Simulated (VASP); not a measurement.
Input of a VASP 6.6.1 run:

The input INCAR:

```
  ALGO = Normal
  EDIFF = 1E-6
  EDIFFG = -0.005
  ENCUT = 600
  GGA = PE
  IBRION = 2
  ISIF = 3
  ISMEAR = -1
  LASPH = T
  LCHARG = F
  LREAL = F
  LWAVE = F
  NELM = 60
  NSW = 60
  PREC = Accurate
  PSTRESS = 2500.0
  SIGMA = 0.05
```

The input KPOINTS:

```
k-points
0
Gamma
  20 20 20
```

The input POSCAR:

```
Ru
1.0
   -1.3485287064      1.3485287064      1.3485287064
    1.3485287064     -1.3485287064      1.3485287064
    1.3485287064      1.3485287064     -1.3485287064
Ru
1
Direct
    0.0000000000      0.0000000000      0.0000000000
```

Potentials or basis: VASP PAW PBE potentials, release 64 (Ru_pv).

The run is started by

```sh
$ cat potpaw_PBE.64/Ru_pv/POTCAR > POTCAR
$ mpirun -np 1 vasp_std > vasp.out
```

(1) What does it give for the space group after relaxing (to 0.1 Å)?

(2) What does it give for the band gap on the k mesh?

Answers

(1) Im-3m (No. 229).

(2) zero (bands 7 and 8 overlap by 6.57 eV).

Caveat: the cell is relaxed towards a set pressure, so the run minimises the enthalpy, not the energy; an empty level that is flat over the whole mesh can mark a ghost state of the potentials, or a narrow d or f band.
